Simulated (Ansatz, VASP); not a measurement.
# One calculation of TaWC2, two programs

INCAR

```
SYSTEM = TaWC2
PREC     = Accurate       ! precision mode
ENCUT    = 520            ! plane-wave cutoff, eV
EDIFF    = 1E-7           ! SCF threshold, eV
ISMEAR   = -1             ! smearing method
SIGMA    = 0.05           ! smearing width, eV
LREAL    = .FALSE.        ! projectors in reciprocal space
LASPH    = .TRUE.         ! aspherical terms in the spheres
NELM     = 150            ! most SCF steps
ALGO     = Normal         ! electronic algorithm
ISIF     = 2              ! what is computed and relaxed
LWAVE    = .FALSE.        ! write WAVECAR
LCHARG   = .FALSE.        ! write CHGCAR
LMAXMIX  = 4              ! l up to which the mixer works
LDAU     = .TRUE.         ! DFT+U
LDAUTYPE = 2            
LDAUL    = 2 2 -1         ! shell
LDAUU    = 1 1 0          ! U, eV
LDAUJ    = 0 0 0        
LDAUPRINT= 1            
NBANDS   = 24             ! bands
```

The input KPOINTS:

```
Automatic mesh
0
G
  10 10 10
  0 0 0
```

POSCAR

```
TaWC2
1.0
    1.5718551461      0.9075109917      5.1016196719
   -1.5718551461      0.9075109917      5.1016196719
    0.0000000000     -1.8150219835      5.1016196719
W Ta C
1 1 2
Direct
    0.0000000000      0.0000000000      0.0000000000
    0.5000000000      0.5000000000      0.5000000000
    0.2509330000      0.2509330000      0.2509330000
    0.7490670000      0.7490670000      0.7490670000
```

File input.yaml:

```yaml
crystal:
  lattice:
    - [1.5718551461, 0.9075109917, 5.1016196719]
    - [-1.5718551461, 0.9075109917, 5.1016196719]
    - [0.0, -1.8150219835, 5.1016196719]
  atoms:
    - { symbol: W, position: [0.0, 0.0, 0.0] }
    - { symbol: Ta, position: [0.5, 0.5, 0.5] }
    - { symbol: C, position: [0.250933, 0.250933, 0.250933] }
    - { symbol: C, position: [0.749067, 0.749067, 0.749067] }
hamiltonian:
  xc: lda
  pseudopotentials: { kind: paw }
  hubbard:
    sites: [{ species: Ta, l: d, u_eff: 1.0 }, { species: W, l: d, u_eff: 1.0 }]
kpoints:
  mp_grid: { grid: [10, 10, 10] }
  band_path:
    path:
      - [[0.0, 0.0, 0.0], [0.5, 0.0, 0.0], [0.5, 0.1877624847, -0.1877624847]]
      - [[0.8122375153, 0.5, 0.1877624847], [0.5, 0.5, 0.5], [0.0, 0.0, 0.0], [0.3438812424, 0.0, -0.3438812424]]
      - [[0.6561187576, 0.3438812424, 0.0], [0.5, 0.5, 0.0], [0.6561187576, 0.6561187576, 0.1877624847], [0.5, 0.5, 0.5]]
      - [[0.5, 0.0, 0.0], [0.8122375153, 0.3438812424, 0.3438812424]]
    npoints: 14
scf:
  occupations: { method: fermi_dirac, width: 0.05 }
  n_extra_bands: 10
output:
  forces: true
  stress: true
  eigenvalues: true
  fatbands: false
```

Alike in both runs: functional LDA; k mesh 10 × 10 × 10; occupations fermi-dirac, width 0.05 eV; no spin polarisation; Hubbard terms Ta d U = 1.0 eV, W d U = 1.0 eV.

|  | VASP | Ansatz |
| --- | --- | --- |
| version | VASP 6.6.1 | Ansatz 0.2.0 |
| potentials or method | VASP PAW LDA potentials, release 64 (W_sv, Ta_pv, C) | Ansatz PAW |
| plane-wave cutoff (eV) | 520 | 420 |
| valence electrons in the cell | 33 | 35 |
| task | single point | band structure |

|  | VASP | Ansatz | Ansatz less VASP |
| --- | --- | --- | --- |
| gap on the k mesh at the Fermi level (eV) | none | none | - |
| pressure (GPa) | -12.6 | -16.2 | -3.58 |
| traceless stress, the component that is largest in VASP (GPa) | 0.08 | 0.00 | -0.081 |
| rms of the force components (eV/Å) | 0.036 | 0.021 | -0.0153 |

LDA's correlation is that of Perdew and Zunger in VASP and of Perdew and Wang (1992) in Ansatz. The programs project onto different local orbitals, so the same U acts differently, and such runs can settle in different states. Atom by atom the forces differ by 0.015 eV/Å (rms over components). A gap of «none» marks a metal or a gap that the smearing closes. VASP's potentials hold 33 valence electrons a cell and Ansatz's 35, so a difference there can come from the potentials and not from the codes.

Neither program's run includes spin-orbit coupling.
